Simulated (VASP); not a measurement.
## GaP: dielectric tensor with PBEsol

Crystal: GaP.

```xyz
2
Lattice="3.8541 0.0000 0.0000 1.9270 3.3377 0.0000 1.9270 1.1126 3.1468" Properties=species:S:1:pos:R:3 pbc="T T T"
Ga    0.0000    0.0000    0.0000
P     1.9270    1.1126    0.7867
```

- Program: VASP 6.6.1
- Task: dielectric tensor
- Functional: PBEsol
- Potentials or basis: VASP PAW PBE potentials, release 64 (Ga_d, P)
- Cutoff: 520 eV
- k mesh: 6 × 6 × 6
- Occupations: gaussian, width 0.01 eV
- Spin: no spin polarisation
- Dipole correction: no
- Further INCAR settings: ALGO = Normal; EDIFF = 1e-08

| Property | Result |
| --- | --- |
| Band gap on the k mesh | 1.51 eV, indirect (least direct gap 1.75 eV) |
| Electronic dielectric tensor (diagonal) | 13.51 |
| Born charges (mean of the diagonal) | Ga +2.35; P -2.35 e |

Levels at points of the mesh, in eV from the valence-band top:
| k point | band 5 | band 6 | band 7 | band 8 | band 9 | band 10 | band 11 | band 12 | band 13 |
| --- | --- | --- | --- | --- | --- | --- | --- | --- | --- |
| (0.00, 0.00, 0.00) | -14.45 | -12.53 | 0.00 | 0.00 | 0.00 | 1.75 | 3.82 | 3.82 | 3.82 |
| (0.50, 0.00, 0.00) | -14.44 | -10.43 | -6.70 | -1.13 | -1.13 | 1.58 | 4.65 | 4.65 | 8.09 |
| (0.50, 0.50, 0.00) | -14.43 | -9.52 | -6.81 | -2.71 | -2.71 | 1.51 | 1.71 | 10.55 | 10.55 |

Electronic dielectric tensor:
```
13.51  0.00  0.00
 0.00 13.51  0.00
 0.00  0.00 13.51
```

Born effective charge tensors (e):
atom 1, Ga
```
2.35 0.00 0.00
0.00 2.35 0.00
0.00 0.00 2.35
```
atom 2, P
```
-2.35  0.00  0.00
 0.00 -2.35  0.00
 0.00  0.00 -2.35
```

Wall time 4.6 min on 1 thread of Intel(R) Xeon(R) Platinum 8259CL CPU @ 2.50GHz (Skylake/Cascade Lake) (shared host), peak memory 0.24 GiB.

 PBEsol gaps usually lie below the measured ones, often by a third to a half.
